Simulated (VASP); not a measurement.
# Cr (Im-3m) in VASP: notebook, part 2 of 2

VASP 6.6.1. The steps go on from the part before.

## 3. Single point, PBE, collinear spin, ferrimagnetic start

Input file INCAR:

```
SYSTEM = Cr
  PREC = Accurate
  ENCUT = 520
  EDIFF = 1E-6
  ISMEAR = -1
  SIGMA = 0.05
  LREAL = .FALSE.
  LASPH = .TRUE.
  NELM = 150
  ALGO = Normal
  ISIF = 2
  LWAVE = .FALSE.
  LCHARG = .TRUE.
  ISPIN = 2
  MAGMOM = -1.4 2
  LORBIT = 11
  NUPDOWN = 0.6
  LMAXMIX = 4
  GGA = PE
  LELF = .TRUE.
  LVHAR = .TRUE.
  NBANDS = 23
```

Input file KPOINTS:

```
regular mesh
0
G
  11 11 11
  0 0 0
```

Input file POSCAR:

```
Cr
1.0
    2.9688993551      0.0000000000      0.0000000000
    0.0000000000      2.9688993551      0.0000000000
    0.0000000000      0.0000000000      2.9688993551
Cr
2
Direct
    0.0000000000      0.0000000000      0.0000000000
    0.5000000000      0.5000000000      0.5000000000
```

Potentials or basis: VASP PAW PBE potentials, release 64 (Cr_pv).

The run is started by

```
$ cat potpaw_PBE.64/Cr_pv/POTCAR > POTCAR
$ mpirun -np 1 vasp_std > vasp.out
```

OUTCAR:

```text
SYSTEM = Cr
   PREC = Accurate
   ENCUT = 520
   EDIFF = 1E-6
   ISMEAR = -1
   LREAL = .FALSE.
   LASPH = .TRUE.
   NELM = 150
   ISIF = 2
   ISPIN = 2
   LORBIT = 11
   NUPDOWN = 0.6
   GGA = PE

 ion  position               nearest neighbor table
   1  0.000  0.000  0.000-   2 2.57   2 2.57   2 2.57   2 2.57   2 2.57   2 2.57   2 2.57   2 2.57

   2  0.500  0.500  0.500-   1 2.57   1 2.57   1 2.57   1 2.57   1 2.57   1 2.57   1 2.57   1 2.57

  LATTYP: Found a simple cubic cell.
 ALAT       =     2.9688993551

  Lattice vectors:

 A1 = (   2.9688993551,   0.0000000000,   0.0000000000)
 A2 = (   0.0000000000,   2.9688993551,   0.0000000000)
 A3 = (   0.0000000000,   0.0000000000,   2.9688993551)

Analysis of symmetry for initial positions (statically):
=====================================================================
 Subroutine PRICEL returns following result:

  LATTYP: Found a body centered cubic cell.
 ALAT       =     2.9688993551

  Lattice vectors:

 A1 = (   1.4844496776,   1.4844496776,  -1.4844496775)
 A2 = (  -1.4844496776,   1.4844496775,   1.4844496775)
 A3 = (   1.4844496776,  -1.4844496775,   1.4844496776)

   2 primitive cells build up your supercell.
[... 833 lines left out ...]
      1     -34.2078      1.00000
      2     -34.2078      1.00000
      3     -34.2078      1.00000
      4     -32.6868      1.00000
      5     -32.6868      1.00000
      6     -32.6868      1.00000
[... 613 lines left out ...]
     22      20.9462      0.00000
     23      26.5887      0.00000

 [... further k-points ...]
[... 5 lines left out ...]
  --------------------------------------------------------------------------------------
  -------------------------------------------------------------------------------------
  Total       -2.7631516     -2.7631516     -2.7631516     -0.0000000      0.0000000      0.0000000
  in kB     -169.1721508   -169.1721508   -169.1721508     -0.0000000      0.0000000      0.0000000
  external PRESSURE =    -169.1721508 kB  Pullay stress =       0.0000000 kB

 VOLUME and BASIS-vectors are now :
 -----------------------------------------------------------------------------
  energy-cutoff  :      520.00
  volume of cell :       26.17
      direct lattice vectors                 reciprocal lattice vectors
     2.968899355  0.000000000  0.000000000     0.336825160  0.000000000  0.000000000
     0.000000000  2.968899355  0.000000000     0.000000000  0.336825160  0.000000000
     0.000000000  0.000000000  2.968899355     0.000000000  0.000000000  0.336825160

 POSITION                                       TOTAL-FORCE (eV/Angst)
 -----------------------------------------------------------------------------------
      0.00000      0.00000      0.00000         0.000000      0.000000      0.000000
      1.48445      1.48445      1.48445         0.000000      0.000000      0.000000
 -----------------------------------------------------------------------------------
    total drift:                                0.000000      0.000000     -0.000000

  FREE ENERGIE OF THE ION-ELECTRON SYSTEM (eV)
  ---------------------------------------------------
  free  energy   TOTEN  =       -18.7456072751 eV

  energy  without entropy=      -18.7299697911  energy(sigma->0) =      -18.73778853

 total charge

# of ion       s       p       d       tot
------------------------------------------
    1        0.396   6.323   4.106  10.825
    2        0.395   6.326   4.098  10.820
--------------------------------------------------
tot          0.792  12.649   8.204  21.645

 magnetization (x)

# of ion       s       p       d       tot
------------------------------------------
    1       -0.018   0.008  -1.133  -1.143
    2        0.020   0.032   1.620   1.672
--------------------------------------------------
tot          0.002   0.039   0.487   0.529
```

stdout:

```text
POSCAR found type information on POSCAR Cr
 POSCAR found :  1 types and       2 ions
 scaLAPACK will be used
 LDA part: xc-table for (Slater+PW92), standard interpolation
 POSCAR, INCAR and KPOINTS ok, starting setup
 FFT: planning ... GRIDC
 FFT: planning ... GRID_SOFT
 FFT: planning ... GRID
 WAVECAR not read
 entering main loop
```

It took 79 s on 1 thread of Intel Xeon Platinum 8259CL at 2.50GHz (Skylake/Cascade Lake), shared host; peak memory 0.17 GiB.

Results:

| Item | Value |
| --- | --- |
| Free energy | -18.7456 eV |
| Pressure | -16.9 GPa |
| Net moment | 0.60 μB per cell |
| Site moments | Cr -1.14, +1.67 μB |
| Valence electrons inside the program's atomic spheres | Cr 10.82 |

Caveat: the cell stands under tension; the total moment is fixed, so each spin has its own Fermi level.

## 4. Single point, PBE, collinear spin, ferrimagnetic start

Input file INCAR:

```
SYSTEM = Cr
  PREC = Accurate
  ENCUT = 520
  EDIFF = 1E-6
  ISMEAR = -1
  SIGMA = 0.05
  LREAL = .False.
  LASPH = .True.
  NELM = 150
  ALGO = Normal
  ISIF = 2
  LWAVE = .False.
  LCHARG = .True.
  ISPIN = 2
  MAGMOM = -1.2 2.2
  LORBIT = 11
  NUPDOWN = 1.0
  LMAXMIX = 4
  GGA = PE
  LELF = .True.
  LVHAR = .True.
  NBANDS = 23
```

Input file KPOINTS:

```
Automatic mesh
0
Gamma
  11 11 11
  0 0 0
```

POSCAR is that of step 3.

The run is started by

```
$ cat potpaw_PBE.64/Cr_pv/POTCAR > POTCAR
$ mpirun -np 1 vasp_std > vasp.out
```

Run time: 49 s. Hardware: 1 thread of Intel Xeon Platinum 8259CL at 2.50GHz (Skylake/Cascade Lake), shared host; peak memory 0.17 GiB.

It converged, with:

```
Free energy                                           : -18.5658 eV
Pressure                                              : -21.6 GPa
Net moment                                            : 1.00 μB per cell
Site moments                                          : Cr -0.23, +1.14 μB
Valence electrons inside the program's atomic spheres : Cr 10.82
```

Caveat: the cell stands under tension; the total moment is fixed, so each spin has its own Fermi level.

## 5. Single point, PBE, collinear spin, ferrimagnetic start

Input file INCAR:

```
SYSTEM = Cr
PREC = Accurate
ENCUT = 520
EDIFF = 1E-7
ISMEAR = -1
SIGMA = 0.05
LREAL = .False.
LASPH = .True.
NELM = 150
ALGO = Normal
ISIF = 2
LWAVE = .False.
LCHARG = .False.
ISPIN = 2
MAGMOM = -0.9 2.5
LORBIT = 11
NUPDOWN = 1.6
LMAXMIX = 4
GGA = PE
NBANDS = 23
```

KPOINTS is that of step 4.

POSCAR is that of step 4.

The run is started by

```
$ cat potpaw_PBE.64/Cr_pv/POTCAR > POTCAR
$ mpirun -np 1 vasp_std > vasp.out
```

Wall time 70 s (1 thread of Intel Xeon Platinum 8259CL at 2.50GHz (Skylake/Cascade Lake), shared host); peak memory 0.17 GiB.

It converged, with:

```yaml
Free_energy: -18.3208 eV
Pressure: -19.7 GPa
Net_moment: 1.60 μB per cell
Site_moments: Cr +0.74 μB
Valence_electrons_inside_the_program's_atomic_spheres: Cr 10.82
```

Caveat: the cell stands under tension; the total moment is fixed, so each spin has its own Fermi level.

## 6. The runs side by side

| fixed moment (μB) | pressure (GPa) | moment (μB) |
| --- | --- | --- |
| 0.3 | -14.1 | 0.30 |
| 0.6 | -16.9 | 0.60 |
| 1.0 | -21.6 | 1.00 |
| 1.6 | -19.7 | 1.60 |

Alike in all rows: task single point; level PBE; potentials or basis VASP PAW PBE potentials, release 64 (Cr_pv); spin collinear, ferrimagnetic start; cell as given; k mesh 11 × 11 × 11; cutoff (eV) 520; smearing fermi-dirac 0.05 eV.

Caveats: the cell stands under tension; the total moment is fixed, so each spin has its own Fermi level.

Absolute energies hang on the potentials; compare differences alone.
